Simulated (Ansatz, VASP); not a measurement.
Two plane-wave programs on NaI

POSCAR

```
NaI
1.0
    4.2603417203      0.0000000000      0.0000000000
    0.0000000000      4.0405365329      0.0000000000
    0.0000000000      0.0000000000      4.0405365329
Na I
1 1
Direct
    0.0000000000      0.0000000000      0.0000000000
    0.5000000000      0.5000000000      0.5000000000
```

Contents of INCAR.step1:

```
  PREC = Accurate
  ENCUT = 520
  EDIFF = 1E-5
  ISMEAR = 0
  SIGMA = 0.01
  LREAL = False
  LASPH = True
  NELM = 80
  ALGO = Normal
  ISIF = 2
  LWAVE = True
  GGA = PE
  NBANDS = 14
```

Contents of INCAR.step2:

```
  PREC = Accurate
  ENCUT = 520
  EDIFF = 1E-6
  ISMEAR = 0
  SIGMA = 0.01
  LREAL = False
  LASPH = True
  NELM = 80
  ALGO = Normal
  ISIF = 2
  LWAVE = False
  LCHARG = True
  GGA = PE
  LHFCALC = True
  HFSCREEN = 0.2079
  PRECFOCK = Normal
  LELF = True
  LVHAR = True
  ISTART = 1
  NBANDS = 14
```

File KPOINTS:

```
regular mesh
0
Gamma
  4 4 4
```

Input for Ansatz:

```yaml
crystal:
  lattice:
    - [4.2603417203, 0.0, 0.0]
    - [0.0, 4.0405365329, 0.0]
    - [0.0, 0.0, 4.0405365329]
  atoms:
    - { symbol: Na, position: [0.0, 0.0, 0.0] }
    - { symbol: I, position: [0.5, 0.5, 0.5] }
kpoints:
  mp_grid: { grid: [4, 4, 4] }
  band_path:
    path: [[0.0, 0.0, 0.0], [0.0, 0.5, 0.0], [0.5, 0.5, 0.0], [0.5, 0.5, 0.5]]
    npoints: 1
hamiltonian:
  xc: hse06
scf:
  occupations: { method: fixed }
  n_extra_bands: 4
output:
  forces: true
  stress: true
  eigenvalues: true
```

Change from the starting cell: uniaxial_x strain +5.4%.

Alike in both runs: task single point; functional HSE06; k mesh 4 × 4 × 4; no spin polarisation.

```csv
,VASP,Ansatz
version,VASP 6.6.1,Ansatz 0.2.0
potentials or method,"VASP PAW PBE potentials, release 64 (Na_pv, I)","plane waves, PAW"
plane-wave cutoff (eV),520,420
occupations,"gaussian, width 0.01 eV",fixed
valence electrons in the cell,14,26
```

Ansatz gave:

* gap on the k mesh at the Fermi level (eV): 3.00
* pressure (GPa): -0.6
* traceless stress, the component that is largest in VASP (GPa): -1.58

Problem. Estimate VASP's values.

Solution. gap on the k mesh at the Fermi level (eV): 2.99; pressure (GPa): -0.6; traceless stress, the component that is largest in VASP (GPa): -1.57.

VASP's potentials hold 14 valence electrons a cell and Ansatz's 26, so a difference there can come from the potentials and not from the codes. Ansatz's warnings: stress exchange threshold loose, stress scf threshold loose.

Neither program's run includes spin-orbit coupling.
